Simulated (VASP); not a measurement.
**HPbNO4: single point with PBE**

Crystal: HPbNO4.

```xyz
7
Lattice="4.2753 -0.0004 0.0064 -2.0840 5.2077 -0.0491 -2.1238 -1.8657 4.9149" Properties=species:S:1:pos:R:3 pbc="T T T"
H     2.2338   -1.5247    4.4769
Pb    0.1373    4.0030    0.6652
N    -2.0197    1.5311    2.4473
O     2.2736    4.7756    0.1022
O    -1.9905    2.6889    2.9560
O     2.2225    1.4102    1.1945
O    -2.0163    0.5081    3.1892
```

| Item | Value |
| --- | --- |
| Program | VASP 6.6.1 |
| Task | single point |
| Functional | PBE |
| Potentials or basis | VASP PAW PBE potentials, release 64 (H, Pb_d, N, O) |
| Cutoff | 520 eV |
| k mesh | 5 × 4 × 4 |
| Occupations | fermi-dirac, width 0.05 eV |
| Spin | no spin polarisation |
| Dipole correction | no |
| Further INCAR settings | ALGO = Normal; EDIFF = 1e-06; NBANDS = 31 |

The pressure is 0.6 GPa. The largest force is 0.387 eV/Å and the band gap on the k mesh is 2.93 eV (least direct gap 3.14 eV).

Forces on the atoms (eV/Å):
```
H    0.000  0.098 -0.073
Pb   0.000 -0.018  0.014
N   -0.002 -0.003 -0.009
O    0.000 -0.079  0.058
O    0.010  0.350  0.156
O   -0.010 -0.037 -0.375
O    0.002 -0.311  0.229
```

Stress tensor (GPa, compression positive):
```
-0.16  0.02  0.03
 0.02  0.99 -0.11
 0.03 -0.11  0.97
```

Levels at points of the mesh, in eV from the valence-band top:
| k point | band 19 | band 20 | band 21 | band 22 | band 23 | band 24 | band 25 | band 26 |
| --- | --- | --- | --- | --- | --- | --- | --- | --- |
| (0.00, 0.00, 0.00) | -1.96 | -1.94 | -0.87 | -0.30 | 3.42 | 4.59 | 5.32 | 6.05 |
| (0.00, 0.50, 0.00) | -1.49 | -1.40 | -0.88 | -0.71 | 3.27 | 4.18 | 4.95 | 7.55 |
| (0.00, 0.00, 0.50) | -1.49 | -1.41 | -0.85 | -0.73 | 3.28 | 4.07 | 5.07 | 7.39 |
| (0.00, 0.50, 0.50) | -1.73 | -1.54 | -0.80 | -0.54 | 3.20 | 3.68 | 5.48 | 7.21 |

Wall time 3.1 min on 1 thread of Oxide Virtual Turin-like Processor (shared host), peak memory 0.27 GiB.

Caveat: spin-orbit coupling is left out, which moves the levels of the heavy elements. A k mesh can miss the band edges.
